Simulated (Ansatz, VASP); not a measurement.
# Two plane-wave programs on ScTe2

INCAR

```
  PREC = Accurate
  ENCUT = 520
  EDIFF = 1E-6
  ISMEAR = 0
  SIGMA = 0.05
  LREAL = F
  LASPH = T
  NELM = 100
  ALGO = Normal
  ISIF = 2
  LWAVE = F
  LCHARG = F
  GGA = PE
  NBANDS = 18
```

Contents of KPOINTS:

```
regular mesh
0
Gamma
  8 8 8
```

File POSCAR:

```
ScTe2
1.0
    0.0000000000      3.6440356815      3.6440356815
    3.6440356815      0.0000000000      3.6440356815
    3.6440356815      3.6440356815      0.0000000000
Sc Te
1 2
Direct
    0.0000000000      0.0000000000      0.0000000000
    0.2500000000      0.2500000000      0.2500000000
    0.7500000000      0.7500000000      0.7500000000
```

Input for Ansatz:

```yaml
crystal:
  lattice:
    - [0.0, 3.6440356815, 3.6440356815]
    - [3.6440356815, 0.0, 3.6440356815]
    - [3.6440356815, 3.6440356815, 0.0]
  atoms:
    - { symbol: Sc, position: [0.0, 0.0, 0.0] }
    - { symbol: Te, position: [0.25, 0.25, 0.25] }
    - { symbol: Te, position: [0.75, 0.75, 0.75] }
basis:
  ecutwfc: 420
  ecutrho_ratio: 4
kpoints:
  mp_grid: { grid: [8, 8, 8] }
hamiltonian:
  xc: pbe
scf:
  occupations: { method: gaussian, width: 0.05 }
output:
  forces: true
  stress: true
  eigenvalues: true
```

Alike in both runs: task single point; functional PBE; k mesh 8 × 8 × 8; occupations gaussian, width 0.05 eV; no spin polarisation.

|  | VASP | Ansatz |
| --- | --- | --- |
| version | VASP 6.6.1 | Ansatz 0.2.0 |
| potentials or method | VASP PAW PBE potentials, release 64 (Sc_sv, Te), cutoff 520 eV | scalar-relativistic, plane waves, PAW |
| valence electrons in the cell | 23 | 43 |

|  | VASP | Ansatz | Ansatz less VASP |
| --- | --- | --- | --- |
| gap on the k mesh at the Fermi level (eV) | none | none | - |
| pressure (GPa) | -3.1 | -3.1 | -0.04 |

A gap of «none» marks a metal or a gap that the smearing closes. With one functional, cell and mesh, what is left measures potentials, basis and numerics. VASP's potentials hold 23 valence electrons a cell and Ansatz's 43, so a difference there can come from the potentials and not from the codes.

Spin-orbit coupling is off throughout.
